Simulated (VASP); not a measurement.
## AlN: single point with PBEsol

The system is AlN.

```
Al N
1.0
     0.00000    2.18532    2.18532
     2.18532    0.00000    2.18532
     2.18532    2.18532    0.00000
Al N
1 1
Direct
  0.00000 0.00000 0.00000
  0.25000 0.25000 0.25000
```

* Program: VASP 6.6.1
* Task: single point
* Functional: PBEsol
* Potentials or basis: VASP PAW PBE potentials, release 64 (Al, N)
* Cutoff: 520 eV
* k mesh: 10 × 10 × 10
* Occupations: gaussian, width 0.01 eV
* Spin: no spin polarisation

```yaml
Pressure: 1.0 GPa
Band_gap_on_the_k_mesh: 3.19 eV, indirect (least direct gap 4.12 eV)
```

Levels at points of the mesh, in eV from the valence-band top:
```
           k point  band 2  band 3  band 4  band 5  band 6  band 7
(0.00, 0.00, 0.00)    0.00    0.00    0.00    4.12   12.45   12.45
(0.50, 0.00, 0.00)   -5.91   -0.48   -0.48    7.27    9.75   11.02
(0.50, 0.50, 0.00)   -4.94   -1.79   -1.79    3.19    8.47   13.85
```

Run time: 5.4 s on 1 thread of AMD EPYC 9R45 96-Core Processor (Zen 5) (shared host), peak memory 0.1 GiB.

Caveat: the PAW data sets were made with another functional, which shifts forces and pressure a little. PBEsol gaps usually lie below the measured ones, often by a third to a half.
